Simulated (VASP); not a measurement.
Wanted: the native input for a VASP 6.6.1 run.

```yaml
Task: single point
Functional: RPBE
Potentials_or_basis: VASP PAW PBE potentials, release 64 (Cu)
Cutoff: 520 eV
k_mesh: 14 × 14 × 14
Occupations: fermi-dirac, width 0.1 eV
Spin: no spin polarisation
Dipole_correction: no
Further_INCAR_settings: ALGO = Normal; EDIFF = 1e-06; NBANDS = 12
```

The structure of Cu lies in POSCAR:

```
Cu
1.0
    2.4061309844      0.0000000000      0.0000000000
    0.0000000000      2.4061309844      0.0000000000
    0.0000000000      0.0000000000      2.4061309844
Cu
1
Direct
    0.0000000000      0.0000000000      0.0000000000
```

This cell differs from its parent crystal: volume scaled by 0.96.

These files were run (other wordings do the same):

INCAR

```
SYSTEM = Cu
  PREC = Accurate
  ENCUT = 520
  EDIFF = 1E-6
  ISMEAR = -1
  SIGMA = 0.1
  LREAL = .False.
  LASPH = .True.
  NELM = 80
  ALGO = Normal
  ISIF = 2
  LWAVE = .False.
  LCHARG = .False.
  GGA = RP
  NBANDS = 12
```

KPOINTS

```
regular mesh
0
Gamma
  14 14 14
  0 0 0
```

Potentials or basis: VASP PAW PBE potentials, release 64 (Cu).

Launch:

```sh
$ cat potpaw_PBE.64/Cu/POTCAR > POTCAR
$ mpirun -np 1 vasp_std > vasp.out
```

It gave:

```json
{
 "Pressure": "4.6 GPa"
}
```

Caveat: the PAW data sets were made with another functional, which shifts forces and pressure a little.

Wall time 5.5 s on 1 thread of Intel(R) Xeon(R) 6975P-C (Granite Rapids) (shared host), peak memory 0.13 GiB.
